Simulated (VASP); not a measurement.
# TaHO2 (P6_3/mmc) in VASP: relaxation of cell and atoms with PBE

Aim: the relaxation of cell and atoms of TaHO2 with PBE.

Everything below comes from runs of VASP 6.6.1. Logs are shortened: lines on timing, memory, paths and dates and some standing lists are left out, and cuts for length are marked.

**1. The cell of the first run**

Symmetry: P6_3/mmc, No. 194, hexagonal system. The conventional cell has a = 3.004 Å, b = 3.004 Å, c = 9.565 Å, α = 90.00°, β = 90.00°, γ = 120.00°. Within 3.1 Å of Ta (site symmetry -6m2) lie 6 O at 2.16 Å and 6 H at 2.95 Å and 6 Ta at 3.00 Å. Within 2.7 Å of H (site symmetry -3m) lie 6 O at 2.05 Å. Within 3.1 Å of O (site symmetry 3m) lie 3 H at 2.05 Å and 3 Ta at 2.16 Å and 10 O at 2.58 to 3.00 Å.

**2. Relaxation of cell and atoms, PBE**

INCAR

```
SYSTEM = TaHO2
ALGO = Normal
EDIFF = 1E-7
EDIFFG = -0.04
ENCUT = 700
GGA = PE
GGA_COMPAT = .FALSE.
IBRION = 2
ISIF = 3
ISMEAR = 0
LASPH = .TRUE.
LCHARG = .FALSE.
LREAL = .FALSE.
LWAVE = .FALSE.
NELM = 120
NELMIN = 4
NSW = 90
PREC = Accurate
SIGMA = 0.1
```

KPOINTS

```
k-points
0
G
  6 6 2
  0 0 0
```

POSCAR

```
TaHO2
1.0
    3.0042465600      0.0000000000      0.0000000000
   -1.5021232800      2.6017538400      0.0000000000
    0.0000000000      0.0000000000      9.5651676100
Ta H O
2 2 4
Direct
    0.6666666700      0.3333333300      0.7500000000
    0.3333333300      0.6666666700      0.2500000000
    0.0000000000      0.0000000000      0.0000000000
    0.0000000000      0.0000000000      0.5000000000
    0.3333333300      0.6666666700      0.8849994000
    0.3333333300      0.6666666700      0.6150006000
    0.6666666700      0.3333333300      0.3849994000
    0.6666666700      0.3333333300      0.1150006000
```

Potentials or basis: VASP PAW PBE potentials, release 64 (Ta_sv_GW, H, O).

Command:

```
$ cat potpaw_PBE.64/Ta_sv_GW/POTCAR potpaw_PBE.64/H/POTCAR potpaw_PBE.64/O/POTCAR > POTCAR
$ mpirun -np 1 vasp_std > vasp.out
```

OUTCAR:

```text
SYSTEM = TaHO2
   EDIFF = 1E-7
   EDIFFG = -0.04
   ENCUT = 700
   GGA = PE
   IBRION = 2
   ISIF = 3
   ISMEAR = 0
   LASPH = .TRUE.
   LREAL = .FALSE.
   NELM = 120
   NELMIN = 4
   NSW = 90
   PREC = Accurate

 ion  position               nearest neighbor table
   1  0.667  0.333  0.750-   5 2.16   6 2.16   5 2.16   6 2.16   5 2.16   6 2.16
   2  0.333  0.667  0.250-   7 2.16   8 2.16   7 2.16   8 2.16   7 2.16   8 2.16
   3  0.000  0.000  0.000-
   4  0.000  0.000  0.500-
   5  0.333  0.667  0.885-   1 2.16   1 2.16   1 2.16
   6  0.333  0.667  0.615-   1 2.16   1 2.16   1 2.16
   7  0.667  0.333  0.385-   2 2.16   2 2.16   2 2.16
   8  0.667  0.333  0.115-   2 2.16   2 2.16   2 2.16

  LATTYP: Found a hexagonal cell.
 ALAT       =     3.0042465600
 C/A-ratio  =     3.1838823542

  Lattice vectors:

 A1 = (   3.0042465600,   0.0000000000,   0.0000000000)
 A2 = (  -1.5021232800,   2.6017538400,   0.0000000000)
 A3 = (   0.0000000000,   0.0000000000,   9.5651676100)

Analysis of symmetry for initial positions (statically):
=====================================================================
 Subroutine PRICEL returns:
 Original cell was already a primitive cell.

 Routine SETGRP: Setting up the symmetry group for a
 hexagonal supercell.

 Subroutine GETGRP returns: Found 24 space group operations
 (whereof 12 operations were pure point group operations)
 out of a pool of 24 trial point group operations.

The static configuration has the point symmetry D_3d.
 The point group associated with its full space group is D_6h.

Analysis of symmetry for dynamics (positions and initial velocities):
=====================================================================
 Subroutine PRICEL returns:
 Original cell was already a primitive cell.

 Routine SETGRP: Setting up the symmetry group for a
 hexagonal supercell.

 Subroutine GETGRP returns: Found 24 space group operations
 (whereof 12 operations were pure point group operations)
 out of a pool of 24 trial point group operations.

The dynamic configuration has the point symmetry D_3d.
 The point group associated with its full space group is D_6h.

 Subroutine INISYM returns: Found 24 space group operations
 (whereof 12 operations are pure point group operations),
 and found     1 'primitive' translations

----------------------------------------------------------------------------------------

                                     Primitive cell

  volume of cell :      74.7643

  direct lattice vectors                    reciprocal lattice vectors
     3.004246560  0.000000000  0.000000000     0.332862160  0.192178058  0.000000000
    -1.502123280  2.601753840  0.000000000     0.000000000  0.384356116  0.000000000
     0.000000000  0.000000000  9.565167610     0.000000000  0.000000000  0.104545999

  length of vectors
     3.004246560  3.004246560  9.565167610     0.384356116  0.384356116  0.104545999

  position of ions in fractional coordinates (direct lattice)
     0.666666670  0.333333330  0.750000000
     0.333333330  0.666666670  0.250000000
     0.000000000  0.000000000  0.000000000
     0.000000000  0.000000000  0.500000000
     0.333333330  0.666666670  0.884999400
     0.333333330  0.666666670  0.615000600
     0.666666670  0.333333330  0.384999400
     0.666666670  0.333333330  0.115000600

  ion indices of the primitive-cell ions
   primitive index   ion index
                 1           1
                 2           2
                 3           3
                 4           4
                 5           5
                 6           6
                 7           7
                 8           8

----------------------------------------------------------------------------------------

 KPOINTS: k-points

Automatic generation of k-mesh.
 Grid dimensions read from file:
 generate k-points for:    6    6    2

 Generating k-lattice:

  Cartesian coordinates                     Fractional coordinates (reciprocal lattice)
     0.055477027  0.032029676  0.000000000     0.166666667  0.000000000  0.000000000
     0.000000000  0.064059353  0.000000000     0.000000000  0.166666667  0.000000000
     0.000000000  0.000000000  0.052272999     0.000000000  0.000000000  0.500000000

  Length of vectors
     0.064059353  0.064059353  0.052272999

  Shift w.r.t. Gamma in fractional coordinates (k-lattice)
     0.000000000  0.000000000  0.000000000

 Subroutine IBZKPT returns following result:
 ===========================================

 Found     14 irreducible k-points:

 Following reciprocal coordinates:
            Coordinates               Weight
  0.000000  0.000000  0.000000      1.000000
  0.166667  0.000000  0.000000      6.000000
  0.333333 -0.000000  0.000000      6.000000
  0.500000 -0.000000  0.000000      3.000000
  0.166667  0.166667  0.000000      6.000000
  0.333333  0.166667  0.000000     12.000000
  0.333333  0.333333  0.000000      2.000000
  0.000000  0.000000  0.500000      1.000000
  0.166667  0.000000  0.500000      6.000000
  0.333333 -0.000000  0.500000      6.000000
  0.500000 -0.000000  0.500000      3.000000
  0.166667  0.166667  0.500000      6.000000
  0.333333  0.166667  0.500000     12.000000
  0.333333  0.333333  0.500000      2.000000
   k-points           NKPTS =     14   k-points in BZ     NKDIM =     14   number of bands    NBANDS=     31
   number of dos      NEDOS =    301   number of ions     NIONS =      8
   total plane-waves  NPLWV =  65856
   dimension x,y,z NGX =    28 NGY =   28 NGZ =   84
   dimension x,y,z NGXF=    56 NGYF=   56 NGZF=  168
   ions per type =               2   2   4
   NGX,Y,Z   is equivalent  to a cutoff of  15.49, 15.49, 14.60 a.u.
   NGXF,Y,Z  is equivalent  to a cutoff of  30.99, 30.99, 29.20 a.u.
 SYSTEM =  TaHO2
   PREC   = accura    normal or accurate (medium, high low for compatibility)
   ISTART =      0    job   : 0-new  1-cont  2-samecut
   ICHARG =      2    charge: 1-file 2-atom 10-const
   ISPIN  =      1    spin polarized calculation?
   LNONCOLLINEAR =      F non collinear calculations
   LSORBIT =      F    spin-orbit coupling
   LASPH  =      T    aspherical Exc in radial PAW
   ENCUT  =  700.0 eV  51.45 Ry    7.17 a.u.   6.48  6.48 20.63*2*pi/ulx,y,z
   NELM   =    120;   NELMIN=  4; NELMDL= -5     # of ELM steps
   EDIFF  = 0.1E-06   stopping-criterion for ELM
   LREAL  =      F    real-space projection
   EDIFFG = -.4E-01   stopping-criterion for IOM
   NSW    =     90    number of steps for IOM
   IBRION =      2    ionic relax: 0-MD 1-quasi-New 2-CG
   NFREE  =      1    steps in history (QN), initial steepest desc. (CG)
   ISIF   =      3    stress and relaxation
   ISYM   =      2    0-nonsym 1-usesym 2-fastsym
   POTIM  = 0.5000    time-step for ionic-motion
   TEBEG  =    0.0;   TEEND  =   0.0 temperature during run
   PSTRESS=    0.0 pullay stress
   NELECT =      52.0000    total number of electrons
   NUPDOWN=      -1.0000    fix difference up-down
   EMIN   =  10.00;   EMAX   =-10.00  energy-range for DOS
   EFERMI =   0.00;   METHOD = LEGACY
   ISMEAR =     0;   SIGMA  =   0.10  broadening in eV -4-tet -1-fermi 0-gaus
   EFERMI_NEDOS =   21; number of points for ismear=-14 and -15
   IALGO  =     38    algorithm
   IMIX   =      4    mixing-type and parameters
     AMIX     =   0.40;   BMIX     =  1.00
     AMIX_MAG =   1.60;   BMIX_MAG =  1.00
  volume/ion in A,a.u.               =       9.35        63.07
  Fermi-wavevector in a.u.,A,eV,Ry     =   1.450478  2.741006 28.625114  2.103887
  Thomas-Fermi vector in A             =   2.568085
   LORBIT       =      0    0 simple, 1 ext, 2 COOP (PROOUT), +10 PAW based schemes
   GGA     = PE    functional components
   LHFCALC =     F    Hartree Fock is set to
   AEXX    =    0.0000 exact exchange contribution
   IVDW    =     0    specifies the selected vdW correction
   LEPSILON=     F    determine dielectric tensor
   LRPA    =     F    only Hartree local field effects (RPA)
 conjugate gradient relaxation of ions
 non-spin polarized calculation
 Gauss-broadening in eV      SIGMA  =   0.10
  energy-cutoff  :      700.00
  volume of cell :       74.76
 maximum number of plane-waves:      3174
 NGX is ok and might be reduce to    28
   NGX = 13   NGY = 13   NGZ = 41

--------------------------------------- Ionic step        1  -------------------------------------------

 number of electron      52.0000003 magnetization

 Free energy of the ion-electron system (eV)
  ---------------------------------------------------
  ext. energy  EPLUGINS =         0.00000000
  ---------------------------------------------------
  free energy    TOTEN  =       -63.35084117 eV

  energy without entropy =      -63.33894884  energy(sigma->0) =      -63.34489501

------------------------ aborting loop because EDIFF is reached ----------------------------------------

  FORCE on cell =-STRESS in cart. coord.  units (eV):
  Direction    XX          YY          ZZ          XY          YZ          ZX
  --------------------------------------------------------------------------------------
  -------------------------------------------------------------------------------------
  Total       -8.1211603     -8.1211603      0.3820816      0.0000000     -0.0000000      0.0000000
  in kB     -174.0340810   -174.0340809      8.1878970      0.0000000     -0.0000000      0.0000000
  external PRESSURE =    -113.2934217 kB  Pullay stress =       0.0000000 kB
[... 107 lines left out ...]
  FREE ENERGIE OF THE ION-ELECTRON SYSTEM (eV)
  ---------------------------------------------------
  free  energy   TOTEN  =       -63.6224695596 eV

  energy  without entropy=      -63.6155053461  energy(sigma->0) =      -63.61898745

[... ionic steps 4 to 10 ...]

--------------------------------------- Ionic step       11  -------------------------------------------

 number of electron      51.9999997 magnetization

------------------------ aborting loop because EDIFF is reached ----------------------------------------

  FORCE on cell =-STRESS in cart. coord.  units (eV):
  Direction    XX          YY          ZZ          XY          YZ          ZX
  --------------------------------------------------------------------------------------
  -------------------------------------------------------------------------------------
  Total       -0.1632188     -0.1632188      0.5140505     -0.0000000     -0.0000000      0.0000000
  in kB       -3.5413029     -3.5413029     11.1531779     -0.0000000     -0.0000000      0.0000000
  external PRESSURE =       1.3568573 kB  Pullay stress =       0.0000000 kB
[... 69 lines left out ...]
  energy  without entropy=      -63.7651032276  energy(sigma->0) =      -63.77125410

--------------------------------------- Ionic step       13  -------------------------------------------

 number of electron      52.0000000 magnetization

 Free energy of the ion-electron system (eV)
  ---------------------------------------------------
  ext. energy  EPLUGINS =         0.00000000
  ---------------------------------------------------
  free energy    TOTEN  =       -63.77838828 eV

  energy without entropy =      -63.76569934  energy(sigma->0) =      -63.77204381

 E-fermi :   7.1830     XC(G=0): -11.9227

 val. band max:        7.1794774098   @ k =   0.1667   0.0000   0.0000
 cond. band min:       7.2012273580   @ k =   0.3333   0.3333   0.0000
 fundamental gap:      0.0217499482
 Fermi energy:         7.1830171955

 k-point     1 :       0.0000    0.0000    0.0000
  band No.  band energies     occupation
      1     -61.2425      2.00000
      2     -61.2424      2.00000
      3     -28.0094      2.00000
      4     -28.0068      2.00000
      5     -27.1848      2.00000
      6     -27.1848      2.00000
[... 500 lines left out ...]
  FREE ENERGIE OF THE ION-ELECTRON SYSTEM (eV)
  ---------------------------------------------------
  free  energy   TOTEN  =       -63.7783882762 eV

  energy  without entropy=      -63.7656993372  energy(sigma->0) =      -63.77204381

 reached required accuracy - stopping structural energy minimisation
```

Wall time 14 min (1 thread of Intel Xeon Platinum 8259CL at 2.50GHz (Skylake/Cascade Lake), shared host); peak memory 0.29 GiB.

What came out:

- Free energy: -63.7784 eV
- Relaxed volume: 9.33 Å³/atom
- Relaxed cell: a = 2.902 Å, b = 2.902 Å, c = 10.240 Å, α = 90.00°, β = 90.00°, γ = 120.00°
- Space group after relaxing (to 0.1 Å): P6_3/mmc (No. 194)
- Energy gained by relaxing: 53.4 meV/atom
- Ionic steps: 13
- Pressure after relaxing: 0.3 GPa
- Largest force after relaxing: 0.004 eV/Å
- Band gap on the k mesh: zero (bands 26 and 27 overlap by 0.98 eV)

Forces in eV/Å, atoms in the order of the input:
```
Ta   0.000  0.000  0.000
Ta   0.000  0.000  0.000
H    0.000  0.000  0.000
H    0.000  0.000  0.000
O    0.000  0.000 -0.004
O    0.000  0.000  0.004
O    0.000  0.000 -0.004
O    0.000  0.000  0.004
```

Step by step:
```csv
step,energy change (eV),largest force (eV/Å),pressure (GPa),volume (Å³)
1,0.0000,0.7247,-11.33,74.76
2,-0.0969,1.1817,19.11,67.78
3,-0.2716,0.2631,3.93,70.73
4,-0.3936,0.0806,2.12,71.25
5,-0.3969,0.1606,1.83,71.35
6,-0.4063,0.2480,-0.72,72.36
7,-0.4065,0.2653,-1.20,72.56
8,-0.4132,0.1773,-0.74,72.77
9,-0.4207,0.0024,0.42,73.25
10,-0.4211,0.0358,0.74,73.38
11,-0.4245,0.0041,0.14,73.84
12,-0.4266,0.0696,-0.73,74.57
13,-0.4275,0.0036,0.34,74.67
```

Final structure:
```
Ta H O
1.0
     2.90172    0.00000    0.00000
    -1.45086    2.51296    0.00000
     0.00000    0.00000   10.24006
Ta H O
2 2 4
Direct
  0.66667 0.33333 0.75000
  0.33333 0.66667 0.25000
  0.00000 0.00000 0.00000
  0.00000 0.00000 0.50000
  0.33333 0.66667 0.87665
  0.33333 0.66667 0.62335
  0.66667 0.33333 0.37665
  0.66667 0.33333 0.12335
```

Levels at points of the mesh, in eV from the Fermi level:
```
           k point  band 24  band 25  band 26  band 27  band 28  band 29
(0.00, 0.00, 0.00)    -2.86    -1.66     0.97     1.21     1.72     2.74
(0.50, 0.00, 0.00)    -3.63    -1.01    -0.31     0.47     0.96     4.13
(0.00, 0.00, 0.50)    -3.92    -0.27    -0.27     1.60     1.60     2.78
(0.50, 0.00, 0.50)    -3.74    -0.60    -0.60     0.69     0.69     4.37
```

Caveat: the k points lie up to 0.42 Å⁻¹ apart in the final cell, too coarse for converged energies and pressures of a metal; spin-orbit coupling is left out, which moves the levels of the heavy elements.

The gap in the log of VASP goes by the Fermi energy; the results here count the filled bands.